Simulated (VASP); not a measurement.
Here is a VASP 6.6.1 calculation.

File INCAR:

```
SYSTEM = Mo
ALGO     = Normal         ! electronic algorithm
EDIFF    = 1E-6           ! SCF threshold, eV
ENCUT    = 500            ! plane-wave cutoff, eV
GGA      = PS             ! functional
GGA_COMPAT= .False.      
ISIF     = 2              ! what is computed and relaxed
ISMEAR   = -1             ! smearing method
LASPH    = .True.         ! aspherical terms in the spheres
LCHARG   = .False.        ! write CHGCAR
LREAL    = .False.        ! projectors in reciprocal space
LWAVE    = .False.        ! write WAVECAR
NBANDS   = 13             ! bands
NELM     = 120            ! most SCF steps
PREC     = Accurate       ! precision mode
SIGMA    = 0.15           ! smearing width, eV
```

KPOINTS

```
k-points
0
Gamma
  20 20 20
  0 0 0
```

Contents of POSCAR:

```
Mo
1.0
   -1.5545776667      1.5545776667      1.5545776667
    1.5545776667     -1.5545776667      1.5545776667
    1.5545776667      1.5545776667     -1.5545776667
Mo
1
Direct
    0.0000000000      0.0000000000      0.0000000000
```

Potentials or basis: VASP PAW PBE potentials, release 64 (Mo_sv).

Launch:

```console
$ cat potpaw_PBE.64/Mo_sv/POTCAR > POTCAR
$ mpirun -np 1 vasp_std > vasp.out
```

Problem. Estimate the band gap on the k mesh.

Solution. Zero (bands 7 and 8 overlap by 5.69 eV).

Problem. What does it give for the pressure?

Solution. 6.5 GPa.

Caveat: the cell stands under pressure; the PAW data sets were made with another functional, which shifts forces and pressure a little.
